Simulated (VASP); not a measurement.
# Ti3Al4Ni (P4/mmm) in VASP: notebook, part 2 of 2

VASP 6.6.1. Earlier steps stand in the parts before.

### 3 Single point, PBE

INCAR reads:

```
SYSTEM = Ti3Al4Ni
PREC     = Accurate       ! precision mode
ENCUT    = 520            ! plane-wave cutoff, eV
EDIFF    = 1E-6           ! SCF threshold, eV
ISMEAR   = 0              ! smearing method
SIGMA    = 0.1            ! smearing width, eV
LREAL    = .False.        ! projectors in reciprocal space
LASPH    = .True.         ! aspherical terms in the spheres
NELM     = 80             ! most SCF steps
ALGO     = Fast           ! electronic algorithm
ISIF     = 2              ! what is computed and relaxed
LWAVE    = .False.        ! write WAVECAR
LCHARG   = .False.        ! write CHGCAR
GGA      = PE             ! functional
NBANDS   = 39             ! bands
```

KPOINTS reads:

```
Automatic mesh
0
Gamma
  6 6 10
  0 0 0
```

POSCAR reads:

```
Ti3Al4Ni
1.0
    5.8200008000      0.0000000000      0.0000000000
    0.0000000000      5.8200008000      0.0000000000
    0.0000000000      0.0000000000      3.6196499000
Ti Al Ni
3 4 1
Direct
    0.0000000000      0.0000000000      0.5000000000
    0.0000000000      0.5000000000      0.5000000000
    0.5000000000      0.0000000000      0.5000000000
    0.7314970000      0.7314970000      0.0000000000
    0.7314970000      0.2685030000      0.0000000000
    0.2685030000      0.7314970000      0.0000000000
    0.2685030000      0.2685030000      0.0000000000
    0.5000000000      0.5000000000      0.5000000000
```

Potentials or basis: VASP PAW PBE potentials, release 64 (Ti_sv, Al, Ni).

Started as:

```console
cat potpaw_PBE.64/Ti_sv/POTCAR potpaw_PBE.64/Al/POTCAR potpaw_PBE.64/Ni/POTCAR > POTCAR
mpirun -np 1 vasp_std > vasp.out
```

OUTCAR:

```text
SYSTEM = Ti3Al4Ni
   PREC = Accurate
   ENCUT = 520
   EDIFF = 1E-6
   ISMEAR = 0
   LREAL = .False.
   LASPH = .True.
   NELM = 80
   ISIF = 2
   GGA = PE

 ion  position               nearest neighbor table
   1  0.000  0.000  0.500-   4 2.86   5 2.86   6 2.86   7 2.86   4 2.86   5 2.86   6 2.86   7 2.86
                             2 2.91   3 2.91   2 2.91   3 2.91
   2  0.000  0.500  0.500-   4 2.74   5 2.74   6 2.74   7 2.74   4 2.74   5 2.74   6 2.74   7 2.74
                             1 2.91   8 2.91   1 2.91   8 2.91
   3  0.500  0.000  0.500-   4 2.74   5 2.74   6 2.74   7 2.74   4 2.74   5 2.74   6 2.74   7 2.74
                             1 2.91   8 2.91   8 2.91   1 2.91
   4  0.731  0.731  0.000-   8 2.63   8 2.63   5 2.69   6 2.69   2 2.74   2 2.74   3 2.74   3 2.74
                             1 2.86   1 2.86   6 3.13   5 3.13
   5  0.731  0.269  0.000-   8 2.63   8 2.63   4 2.69   7 2.69   2 2.74   2 2.74   3 2.74   3 2.74
                             1 2.86   1 2.86   7 3.13   4 3.13
   6  0.269  0.731  0.000-   8 2.63   8 2.63   4 2.69   7 2.69   2 2.74   2 2.74   3 2.74   3 2.74
                             1 2.86   1 2.86   7 3.13   4 3.13
   7  0.269  0.269  0.000-   8 2.63   8 2.63   5 2.69   6 2.69   2 2.74   2 2.74   3 2.74   3 2.74
                             1 2.86   1 2.86   6 3.13   5 3.13
   8  0.500  0.500  0.500-   4 2.63   5 2.63   6 2.63   7 2.63   4 2.63   5 2.63   6 2.63   7 2.63
                             2 2.91   3 2.91   3 2.91   2 2.91

  LATTYP: Found a simple tetragonal cell.
 ALAT       =     5.8200008000
 C/A-ratio  =     0.6219328870

  Lattice vectors:

 A1 = (   5.8200008000,   0.0000000000,   0.0000000000)
 A2 = (   0.0000000000,   5.8200008000,   0.0000000000)
 A3 = (   0.0000000000,   0.0000000000,   3.6196499000)

Analysis of symmetry for initial positions (statically):
=====================================================================
 Subroutine PRICEL returns:
 Original cell was already a primitive cell.

 Routine SETGRP: Setting up the symmetry group for a
 simple tetragonal supercell.

 Subroutine GETGRP returns: Found 16 space group operations
 (whereof 16 operations were pure point group operations)
 out of a pool of 16 trial point group operations.

[... 151 lines left out ...]
   GGA     = PE    functional components
   LHFCALC =     F    Hartree Fock is set to
   AEXX    =    0.0000 exact exchange contribution
   IVDW    =     0    specifies the selected vdW correction
   LEPSILON=     F    determine dielectric tensor
   LRPA    =     F    only Hartree local field effects (RPA)
 non-spin polarized calculation
 RMM-DIIS sequential band-by-band and
 Gauss-broadening in eV      SIGMA  =   0.10
  energy-cutoff  :      520.00
  volume of cell :      122.61
 maximum number of plane-waves:      3336
 NGX is ok and might be reduce to    48
   NGX = 21   NGY = 21   NGZ = 13

 number of electron      58.0000035 magnetization

 Free energy of the ion-electron system (eV)
  ---------------------------------------------------
  ext. energy  EPLUGINS =         0.00000000
  ---------------------------------------------------
  free energy    TOTEN  =       -47.06377563 eV

  energy without entropy =      -47.03136068  energy(sigma->0) =      -47.04756815

 E-fermi :   8.4407     XC(G=0): -11.1910

 val. band max:        8.4405041057   @ k =   0.3333   0.3333   0.0000
 cond. band min:       8.4431021474   @ k =   0.3333   0.3333   0.1000
 fundamental gap:      0.0025980417
 Fermi energy:         8.4406508389

 k-point     1 :       0.0000    0.0000    0.0000
  band No.  band energies     occupation
      1     -48.2618      2.00000
      2     -48.0940      2.00000
      3     -48.0899      2.00000
      4     -24.6651      2.00000
      5     -24.5787      2.00000
      6     -24.5787      2.00000
[... 997 lines left out ...]
     38      10.7474      0.00000
     39      11.3222      0.00000

 [... further k-points ...]
[... 5 lines left out ...]
  --------------------------------------------------------------------------------------
  -------------------------------------------------------------------------------------
  Total        0.0022841      0.0022841     -0.0289912      0.0000000      0.0000000      0.0000000
  in kB        0.0298478      0.0298478     -0.3788467      0.0000000      0.0000000      0.0000000
  external PRESSURE =      -0.1063837 kB  Pullay stress =       0.0000000 kB

 VOLUME and BASIS-vectors are now :
 -----------------------------------------------------------------------------
  energy-cutoff  :      520.00
  volume of cell :      122.61
      direct lattice vectors                 reciprocal lattice vectors
     5.820000800  0.000000000  0.000000000     0.171821282  0.000000000  0.000000000
     0.000000000  5.820000800  0.000000000     0.000000000  0.171821282  0.000000000
     0.000000000  0.000000000  3.619649900     0.000000000  0.000000000  0.276269813

 POSITION                                       TOTAL-FORCE (eV/Angst)
 -----------------------------------------------------------------------------------
      0.00000      0.00000      1.80982         0.000000      0.000000     -0.000000
      0.00000      2.91000      1.80982         0.000000      0.000000     -0.000000
      2.91000      0.00000      1.80982         0.000000      0.000000     -0.000000
      4.25731      4.25731      0.00000         0.005700      0.005700     -0.000000
      4.25731      1.56269      0.00000         0.005700     -0.005700     -0.000000
      1.56269      4.25731      0.00000        -0.005700      0.005700      0.000000
      1.56269      1.56269      0.00000        -0.005700     -0.005700     -0.000000
      2.91000      2.91000      1.80982         0.000000      0.000000     -0.000000
 -----------------------------------------------------------------------------------
    total drift:                                0.000000      0.000000     -0.000000

  FREE ENERGIE OF THE ION-ELECTRON SYSTEM (eV)
  ---------------------------------------------------
  free  energy   TOTEN  =       -47.0637756313 eV

  energy  without entropy=      -47.0313606781  energy(sigma->0) =      -47.04756815
```

Run time: 6.1 min. Hardware: 1 thread of Intel Xeon 6975P-C (Granite Rapids), shared host; peak memory 0.41 GiB.

What came out:

```yaml
Free_energy: -47.0638 eV
Pressure: 0.0 GPa
Largest_force: 0.008 eV/Å
Band_gap_on_the_k_mesh: zero (bands 29 and 30 overlap by 0.93 eV)
```

Forces in eV/Å, atoms in the order of the input:
```
Ti   0.000  0.000  0.000
Ti   0.000  0.000  0.000
Ti   0.000  0.000  0.000
Al   0.006  0.006  0.000
Al   0.006 -0.006  0.000
Al  -0.006  0.006  0.000
Al  -0.006 -0.006  0.000
Ni   0.000  0.000  0.000
```

Levels at points of the mesh, in eV from the Fermi level:
| k point | band 26 | band 27 | band 28 | band 29 | band 30 | band 31 | band 32 | band 33 |
| --- | --- | --- | --- | --- | --- | --- | --- | --- |
| (0.00, 0.00, 0.00) | -0.80 | -0.49 | -0.47 | -0.33 | -0.33 | 0.98 | 0.98 | 1.20 |
| (0.50, 0.00, 0.00) | -0.45 | -0.37 | -0.33 | -0.14 | 0.46 | 0.53 | 0.84 | 1.00 |
| (0.50, 0.50, 0.00) | -0.48 | -0.40 | -0.06 | 0.09 | 0.09 | 0.57 | 0.57 | 0.92 |
| (0.00, 0.00, 0.50) | -1.20 | -0.75 | -0.56 | -0.50 | -0.50 | 1.50 | 1.69 | 1.69 |
| (0.50, 0.00, 0.50) | -0.78 | -0.65 | -0.37 | -0.03 | 0.02 | 0.36 | 1.37 | 1.68 |
| (0.50, 0.50, 0.50) | -0.89 | -0.78 | 0.43 | 0.43 | 0.54 | 0.54 | 0.66 | 0.85 |

Spin polarisation is off, so any magnetic state and its effect on volume and gap are missing.
